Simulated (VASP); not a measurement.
# Ga4As3N (P4/mmm) in VASP: notebook, part 4 of 4

VASP 6.6.1.

### Step 6. Relaxation of cell and atoms, PBE

File INCAR:

```
PREC = Accurate
ENCUT = 600
EDIFF = 1E-6
ISMEAR = 0
SIGMA = 0.1
LREAL = False
LASPH = True
NELM = 100
ALGO = Normal
ISIF = 3
LWAVE = False
LCHARG = False
GGA = PE
IBRION = 2
NSW = 90
EDIFFG = -0.04
```

File KPOINTS:

```
regular mesh
0
Gamma
  6 6 2
```

File POSCAR:

```
Ga4As3N
1.0
    3.6665532727      0.0000000000      0.0000000000
    0.0000000000      3.6665532727      0.0000000000
    0.0000000000      0.0000000000     11.0774092053
Ga As N
4 3 1
Direct
    0.0000000000      0.0000000000      0.1743912218
    0.5000000000      0.5000000000      0.5000000000
    0.0000000000      0.0000000000      0.8256087782
    0.5000000000      0.5000000000      0.0000000000
    0.5000000000      0.5000000000      0.2271244347
    0.0000000000      0.0000000000      0.5000000000
    0.5000000000      0.5000000000      0.7728755653
    0.0000000000      0.0000000000      0.0000000000
```

Potentials or basis: VASP PAW PBE potentials, release 64 (Ga_d, As, N).

Launch:

```
cat potpaw_PBE.64/Ga_d/POTCAR potpaw_PBE.64/As/POTCAR potpaw_PBE.64/N/POTCAR > POTCAR
mpirun -np 1 vasp_std > vasp.out
```

OUTCAR:

```text
PREC = Accurate
   ENCUT = 600
   EDIFF = 1E-6
   ISMEAR = 0
   LREAL = False
   LASPH = True
   NELM = 100
   ISIF = 3
   GGA = PE
   IBRION = 2
   NSW = 90
   EDIFFG = -0.04

 ion  position               nearest neighbor table
   1  0.000  0.000  0.174-   8 1.93   5 2.66   5 2.66   5 2.66   5 2.66
   2  0.500  0.500  0.500-   6 2.59   6 2.59   6 2.59   6 2.59
   3  0.000  0.000  0.826-   8 1.93   7 2.66   7 2.66   7 2.66   7 2.66
   4  0.500  0.500  0.000-   5 2.52   7 2.52
   5  0.500  0.500  0.227-   4 2.52   1 2.66   1 2.66   1 2.66   1 2.66
   6  0.000  0.000  0.500-   2 2.59   2 2.59   2 2.59   2 2.59
   7  0.500  0.500  0.773-   4 2.52   3 2.66   3 2.66   3 2.66   3 2.66
   8  0.000  0.000  0.000-   1 1.93   3 1.93

  LATTYP: Found a simple tetragonal cell.
 ALAT       =     3.6665532727
 C/A-ratio  =     3.0212050341

  Lattice vectors:

 A1 = (   3.6665532727,   0.0000000000,   0.0000000000)
 A2 = (   0.0000000000,   3.6665532727,   0.0000000000)
 A3 = (   0.0000000000,   0.0000000000,  11.0774092053)

Analysis of symmetry for initial positions (statically):
[... 168 lines left out ...]
 maximum number of plane-waves:      5005
 NGX is ok and might be reduce to    30
   NGX = 15   NGY = 15   NGZ = 45

--------------------------------------- Ionic step        1  -------------------------------------------

 number of electron      71.9999960 magnetization

 Free energy of the ion-electron system (eV)
  ---------------------------------------------------
  ext. energy  EPLUGINS =         0.00000000
  ---------------------------------------------------
  free energy    TOTEN  =       -32.77954814 eV

  energy without entropy =      -32.76377582  energy(sigma->0) =      -32.77166198

------------------------ aborting loop because EDIFF is reached ----------------------------------------

  FORCE on cell =-STRESS in cart. coord.  units (eV):
  Direction    XX          YY          ZZ          XY          YZ          ZX
  --------------------------------------------------------------------------------------
  -------------------------------------------------------------------------------------
  Total       -0.7898369     -0.7898369      0.5635767      0.0000000      0.0000000     -0.0000000
  in kB       -8.4975517     -8.4975517      6.0633054      0.0000000      0.0000000     -0.0000000
  external PRESSURE =      -3.6439326 kB  Pullay stress =       0.0000000 kB
[... 323 lines left out ...]
--------------------------------------- Ionic step        9  -------------------------------------------

 number of electron      72.0000000 magnetization

 Free energy of the ion-electron system (eV)
  ---------------------------------------------------
  ext. energy  EPLUGINS =         0.00000000
  ---------------------------------------------------
  free energy    TOTEN  =       -32.79844015 eV

  energy without entropy =      -32.78263890  energy(sigma->0) =      -32.79053952

 E-fermi :   4.8310     XC(G=0): -10.5585

 val. band max:        4.8124767343   @ k =   0.0000   0.0000   0.0000
 cond. band min:       4.8978613236   @ k =   0.5000   0.3333   0.5000
 fundamental gap:      0.0853845893
 Fermi energy:         4.8309742846

 k-point     1 :       0.0000    0.0000    0.0000
  band No.  band energies     occupation
      1     -10.6407      2.00000
      2      -9.9202      2.00000
      3      -9.9103      2.00000
      4      -9.8959      2.00000
      5      -9.8671      2.00000
      6      -9.8566      2.00000
[... 944 lines left out ...]
  FREE ENERGIE OF THE ION-ELECTRON SYSTEM (eV)
  ---------------------------------------------------
  free  energy   TOTEN  =       -32.7984401530 eV

  energy  without entropy=      -32.7826388959  energy(sigma->0) =      -32.79053952

 reached required accuracy - stopping structural energy minimisation
```

Wall time 19 min (1 thread of Intel Xeon 8259CL, shared host); peak memory 0.37 GiB.

What came out:

* Free energy: -32.7984 eV
* Relaxed volume: 18.34 Å³/atom
* Relaxed cell: a = 3.640 Å, b = 3.640 Å, c = 11.076 Å, α = 90.00°, β = 90.00°, γ = 90.00°
* Space group after relaxing (to 0.1 Å): P4/mmm (No. 123)
* Energy gained by relaxing: 2.4 meV/atom
* Ionic steps: 9
* Pressure after relaxing: -0.2 GPa
* Largest force after relaxing: 0.008 eV/Å
* Band gap on the k mesh: zero (bands 36 and 37 overlap by 3.14 eV)

Forces in eV/Å, atoms in the order of the input:
```
Ga   0.000  0.000  0.008
Ga   0.000  0.000  0.000
Ga   0.000  0.000 -0.008
Ga   0.000  0.000  0.000
As   0.000  0.000 -0.003
As   0.000  0.000  0.000
As   0.000  0.000  0.003
N    0.000  0.000  0.000
```

The path:
| step | energy change (eV) | largest force (eV/Å) | pressure (GPa) | volume (Å³) |
| --- | --- | --- | --- | --- |
| 1 | 0.0000 | 0.2073 | -0.36 | 148.92 |
| 2 | -0.0100 | 0.1722 | -0.14 | 148.01 |
| 3 | -0.0120 | 0.1525 | 0.07 | 147.40 |
| 4 | -0.0151 | 0.0995 | 0.02 | 147.34 |
| 5 | -0.0171 | 0.0492 | -0.09 | 147.24 |
| 6 | -0.0177 | 0.0553 | 0.04 | 146.88 |
| 7 | -0.0180 | 0.0583 | 0.17 | 146.68 |
| 8 | -0.0183 | 0.0459 | 0.01 | 146.70 |
| 9 | -0.0189 | 0.0077 | -0.16 | 146.75 |

Final structure:
```yaml
crystal:
  lattice:
    - [3.63988, 0.00000, 0.00000]
    - [0.00000, 3.63988, 0.00000]
    - [0.00000, 0.00000, 11.07642]
  atoms:
    - { symbol: Ga, position: [0.00000, 0.00000, 0.17552] }
    - { symbol: Ga, position: [0.50000, 0.50000, 0.50000] }
    - { symbol: Ga, position: [0.00000, 0.00000, 0.82448] }
    - { symbol: Ga, position: [0.50000, 0.50000, 0.00000] }
    - { symbol: As, position: [0.50000, 0.50000, 0.23224] }
    - { symbol: As, position: [0.00000, 0.00000, 0.50000] }
    - { symbol: As, position: [0.50000, 0.50000, 0.76776] }
    - { symbol: N, position: [0.00000, 0.00000, 0.00000] }
```

Levels at points of the mesh, in eV from the Fermi level:
| k point | band 33 | band 34 | band 35 | band 36 | band 37 | band 38 | band 39 | band 40 |
| --- | --- | --- | --- | --- | --- | --- | --- | --- |
| (0.00, 0.00, 0.00) | -1.02 | -1.02 | -0.10 | -0.08 | -0.02 | -0.02 | 0.29 | 1.29 |
| (0.50, 0.00, 0.00) | -0.29 | 0.49 | 0.76 | 1.02 | 1.72 | 2.04 | 2.62 | 3.45 |
| (0.50, 0.50, 0.00) | -3.28 | -3.07 | -2.33 | -2.33 | -2.12 | -1.56 | 1.02 | 2.62 |
| (0.00, 0.00, 0.50) | -1.07 | -0.98 | -0.59 | -0.59 | -0.21 | -0.21 | 1.17 | 2.51 |
| (0.50, 0.00, 0.50) | -0.82 | 0.54 | 0.70 | 1.02 | 1.41 | 2.24 | 3.65 | 3.77 |
| (0.50, 0.50, 0.50) | -3.84 | -3.29 | -2.48 | -2.48 | -0.95 | -0.79 | 0.39 | 0.78 |

### Step 7. The runs side by side

| task | cell | k mesh | cutoff (eV) | gap on the mesh (eV) | pressure (GPa) | relaxed volume (Å³/atom) | largest force (eV/Å) |
| --- | --- | --- | --- | --- | --- | --- | --- |
| single point | a = 3.667, b = 3.667, c = 11.077 Å, 8 atoms, atomic positions A | 4 × 4 × 2 | 520 | none | 0.1 | - | 0.03 |
| single point | a = 3.807, b = 3.807, c = 10.769 Å, 8 atoms, atomic positions B | 4 × 4 × 2 | 520 | none | -5.4 | - | 0.95 |
| single point | a = 3.640, b = 3.640, c = 10.989 Å, 8 atoms, atomic positions C | 6 × 6 × 2 | 520 | none | 0.1 | - | 0.02 |
| relaxation of cell and atoms | relaxed from a = 3.807, b = 3.807, c = 10.769 Å, 8 atoms, atomic positions B | 4 × 4 × 2 | 600 | none | 0.0 | 18.54 | 0.03 |
| relaxation of cell and atoms | relaxed from a = 3.667, b = 3.667, c = 11.077 Å, 8 atoms, atomic positions A | 6 × 6 × 2 | 600 | none | -0.2 | 18.34 | 0.01 |

Alike in all rows: level PBE; potentials or basis VASP PAW PBE potentials, release 64 (Ga_d, As, N); no spin polarisation; smearing gaussian 0.1 eV.

Caveats: some runs use coarse meshes.

Absolute energies hang on the potentials; compare differences alone.

The gap in the log of VASP goes by the Fermi energy; the results here count the filled bands.